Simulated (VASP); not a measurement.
## PbS: elastic constants with LDA

The system is PbS.

```
Pb S
1.0
     2.07995   -5.99130    0.00000
     2.07995    5.99130    0.00000
     0.00000    0.00000    4.27932
Pb S
2 2
Cartesian
  2.0800 4.4268 1.0698
  2.0800 -4.4268 3.2095
  2.0800 1.7399 1.0698
  2.0800 -1.7399 3.2095
```

```
Program                   : VASP 6.6.1
Task                      : elastic constants
Functional                : LDA
Potentials or basis       : VASP PAW LDA potentials, release 64 (Pb_d, S)
Cutoff                    : 600 eV
k mesh                    : 5 × 5 × 5
Occupations               : gaussian, width 0.01 eV
Spin                      : no spin polarisation
Dipole correction         : no
Ions in elastic constants : relaxed
Further INCAR settings    : ALGO = Normal; EDIFF = 1e-08; NBANDS = 28; IBRION = 6; POTIM = 0.015; NSW = 1; ISIF = 3
```

```
Voigt bulk modulus                                      : 32 GPa
Highest phonon frequency at Γ, LO-TO splitting left out : 200 cm⁻¹
Most unstable mode                                      : 55i cm⁻¹
```

Phonon frequencies in cm⁻¹ (negative: imaginary):
| q point | frequencies |
| --- | --- |
| (0.000, 0.000, 0.000) | -55 -21 0 0 0 22 33 68 134 137 198 200 |

Elastic tensor in Voigt notation (GPa, in the Cartesian axes of the cell as first typed):
```
83  1 41  0  0  0
 1 23 10  0  0  0
41 10 81  0  0  0
 0  0  0  9  0  0
 0  0  0  0 52  0
 0  0  0  0  0 -9
```

Clamped-ion elastic tensor (GPa):
```
 90  20  47   0   0   0
 20 109  20   0   0   0
 47  20  88   0   0   0
  0   0   0  19   0   0
  0   0   0   0  52   0
  0   0   0   0   0  14
```

Run time: 25 min on 1 thread of Intel(R) Xeon(R) 6975P-C (Granite Rapids), on a shared host, peak memory 0.45 GiB.

Caveat: the cell is under stress, which shifts elastic constants; some modes are imaginary; the elastic tensor has a negative eigenvalue, so either the cell is unstable as it stands or the mesh is too thin.
